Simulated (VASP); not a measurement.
A run of VASP 6.6.1 is set up as follows.

Contents of INCAR:

```
SYSTEM = Zn16AsO15
  ALGO = Normal
  EDIFF = 1E-8
  ENCUT = 520
  GGA = PE
  ISIF = 2
  ISMEAR = -1
  LASPH = .True.
  LCHARG = .False.
  LEFG = .True.
  LREAL = Auto
  LWAVE = .False.
  NBANDS = 166
  NELECT = 288.0
  NELM = 100
  PREC = Accurate
  SIGMA = 0.01
```

File KPOINTS:

```
k-points
0
Gamma
  3 3 2
  0 0 0
```

The input POSCAR:

```
Zn16AsO15
1.0
    6.4986160000      0.0000000000      0.0000000000
   -3.2493080000      5.6279665454      0.0000000000
    0.0000000000      0.0000000000     10.4114180000
Zn As O
16 1 15
Direct
    0.1666666666      0.3333333334      0.2500000000
    0.1666666666      0.3333333334      0.7500000000
    0.1666666666      0.8333333334      0.2500000000
    0.1666666666      0.8333333334      0.7500000000
    0.6666666666      0.3333333334      0.2500000000
    0.6666666666      0.3333333334      0.7500000000
    0.6666666666      0.8333333334      0.2500000000
    0.6666666666      0.8333333334      0.7500000000
    0.3333333334      0.1666666666      0.0000000000
    0.3333333334      0.1666666666      0.5000000000
    0.3333333334      0.6666666666      0.0000000000
    0.3333333334      0.6666666666      0.5000000000
    0.8333333334      0.1666666666      0.0000000000
    0.8333333334      0.1666666666      0.5000000000
    0.8333333334      0.6666666666      0.0000000000
    0.8333333334      0.6666666666      0.5000000000
    0.3333333334      0.1666666666      0.1895050000
    0.3333333334      0.1666666666      0.6895050000
    0.3333333334      0.6666666666      0.1895050000
    0.3333333334      0.6666666666      0.6895050000
    0.8333333334      0.1666666666      0.1895050000
    0.8333333334      0.1666666666      0.6895050000
    0.8333333334      0.6666666666      0.1895050000
    0.8333333334      0.6666666666      0.6895050000
    0.1666666666      0.3333333334      0.4395050000
    0.1666666666      0.3333333334      0.9395050000
    0.1666666666      0.8333333334      0.4395050000
    0.1666666666      0.8333333334      0.9395050000
    0.6666666666      0.3333333334      0.4395050000
    0.6666666666      0.3333333334      0.9395050000
    0.6666666666      0.8333333334      0.4395050000
    0.6666666666      0.8333333334      0.9395050000
```

Potentials or basis: VASP PAW PBE potentials, release 64 (Zn, As, O).

Launch:

```bash
$ cat potpaw_PBE.64/Zn/POTCAR potpaw_PBE.64/As/POTCAR potpaw_PBE.64/O/POTCAR > POTCAR
$ mpirun -np 1 vasp_std > vasp.out
```

**Question.** Predict the largest force.

**Answer.** 6.166 eV/Å.

Electric field gradients, principal values (V/Å²):
```tsv
atom	least	middle	greatest (by size)
1 Zn	36.637	47.399	-84.036
2 Zn	2.312	2.579	-4.891
3 Zn	36.639	47.399	-84.038
4 Zn	2.314	2.577	-4.891
5 Zn	36.639	47.399	-84.038
6 Zn	2.314	2.577	-4.891
7 Zn	-2.505	-2.508	5.013
8 Zn	0.440	0.443	-0.883
9 Zn	42.949	42.951	-85.900
10 Zn	-1.274	-1.277	2.551
11 Zn	0.856	1.911	-2.767
12 Zn	-1.364	-3.226	4.590
13 Zn	0.856	1.911	-2.767
14 Zn	-1.364	-3.226	4.590
15 Zn	0.854	1.913	-2.767
16 Zn	-1.362	-3.228	4.590
17 As	-6.335	-6.336	12.672
18 O	1.956	1.964	-3.920
19 O	11.119	16.994	-28.114
20 O	2.278	2.994	-5.272
21 O	11.119	16.994	-28.114
22 O	2.278	2.994	-5.272
23 O	11.122	16.999	-28.120
24 O	2.272	3.000	-5.272
25 O	7.342	7.560	-14.902
26 O	6.755	7.491	-14.247
27 O	7.348	7.555	-14.904
28 O	6.762	7.487	-14.249
29 O	7.348	7.555	-14.904
30 O	6.762	7.487	-14.249
31 O	1.588	1.597	-3.184
32 O	0.366	0.374	-0.740
```

Caveat: the k points lie up to 0.37 Å⁻¹ apart; the cell carries a net charge on a neutralising background, which shifts energy and pressure; without QUAD_EFG the Cq values of the log hold for a quadrupole moment of 1 mb, not for the nuclei.
